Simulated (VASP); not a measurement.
Write the native input for VASP 6.6.1 that does the following.

- Task: single point
- Functional: r2SCAN
- Potentials or basis: VASP PAW PBE potentials, release 64 (Mo_sv, S)
- Cutoff: 520 eV
- k mesh: 12 × 12 × 12
- Occupations: gaussian, width 0.05 eV
- Spin: no spin polarisation
- Dipole correction: no
- Further INCAR settings: ALGO = Normal; EDIFF = 1e-06; NBANDS = 20

Crystal: MoS2.

```
CELL_PARAMETERS angstrom
1.50189 0.86712 5.79254
-1.50189 0.86712 5.79254
0.00000 -1.73424 5.79254
ATOMIC_POSITIONS crystal
Mo 0.00000 0.00000 0.00000
S 0.75000 0.75000 0.75000
S 0.25000 0.25000 0.25000
```

One way to write it, as run:

POSCAR

```
MoS2
1.0
    1.5018937901      0.8671187840      5.7925421129
   -1.5018937901      0.8671187840      5.7925421129
    0.0000000000     -1.7342375680      5.7925421129
Mo S
1 2
Direct
    0.0000000000      0.0000000000      0.0000000000
    0.7500000000      0.7500000000      0.7500000000
    0.2500000000      0.2500000000      0.2500000000
```

INCAR.step1

```
PREC = Accurate
ENCUT = 520
ISMEAR = 0
SIGMA = 0.05
LREAL = False
LASPH = True
NELM = 80
NBANDS = 20
GGA = PE
ALGO = Normal
EDIFF = 1E-4
LWAVE = True
LCHARG = False
```

INCAR.step2

```
PREC = Accurate
ENCUT = 520
EDIFF = 1E-6
ISMEAR = 0
SIGMA = 0.05
LREAL = False
LASPH = True
NELM = 80
ALGO = Normal
ISIF = 2
LWAVE = False
LCHARG = False
METAGGA = R2SCAN
LMIXTAU = True
NBANDS = 20
ISTART = 1
```

KPOINTS

```
Automatic mesh
0
Gamma
  12 12 12
```

Potentials or basis: VASP PAW PBE potentials, release 64 (Mo_sv, S).

The run is started by

```sh
$ cat potpaw_PBE.64/Mo_sv/POTCAR potpaw_PBE.64/S/POTCAR > POTCAR
$ cp INCAR.step1 INCAR
$ mpirun -np 1 vasp_std > vasp.out
$ cp INCAR.step2 INCAR
$ mpirun -np 1 vasp_std > vasp.out
```

It gave:

```yaml
Pressure: 45.3 GPa
Largest_force: 4.532 eV/Å
Band_gap_on_the_k_mesh: zero (bands 13 and 14 overlap by 0.72 eV)
```

Caveat: the stress differs along the axes, from 43 to 50 GPa; the PAW data sets were made with another functional, which shifts forces and pressure a little.

It took 25 min on 1 thread of Intel Xeon 8259CL, on a shared host, peak memory 0.46 GiB.
